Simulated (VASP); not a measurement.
Runs of VASP 6.6.1 on Se. The structure is that of space group P3_221 (No. 154), or close to it. The cells are those of the table. 

| task | cell | k mesh | cutoff (eV) | smearing | gap on the mesh (eV) | pressure (GPa) | relaxed volume (Å³/atom) | largest force (eV/Å) |
| --- | --- | --- | --- | --- | --- | --- | --- | --- |
| single point | a = 4.355, b = 4.355, c = 4.949 Å, angles 90.0, 90.0, 120.0°, 3 atoms | 6 × 6 × 4 | 520 | gaussian 0.1 eV | 1.21 | 4.0 | - | 0.82 |
| single point | a = 4.491, b = 4.491, c = 4.998 Å, angles 90.0, 90.0, 120.0°, 3 atoms | 6 × 6 × 4 | 520 | gaussian 0.1 eV | (b) | 0.0 | - | 0.01 |
| relaxation of cell and atoms | relaxed from a = 4.355, b = 4.355, c = 4.949 Å, angles 90.0, 90.0, 120.0°, 3 atoms | 6 × 6 × 4 | 600 | gaussian 0.1 eV | (a) | 0.1 | 28.34 | 0.01 |
| relaxation of cell and atoms | relaxed from a = 4.491, b = 4.491, c = 4.998 Å, angles 90.0, 90.0, 120.0°, 3 atoms | 9 × 9 × 6 | 600 | gaussian 0.02 eV | 1.31 | 0.0 | 29.08 | - |

Alike in all rows: level r2SCAN; potentials or basis VASP PAW PBE potentials, release 64 (Se); no spin polarisation.

Task: Fill in the values left out.

Result: (a) 1.18; (b) 1.29.

Caveats: the PAW data sets were made with another functional, which shifts forces and pressure a little.

A k mesh can miss the band edges, and the runs leave out spin-orbit coupling on Se.
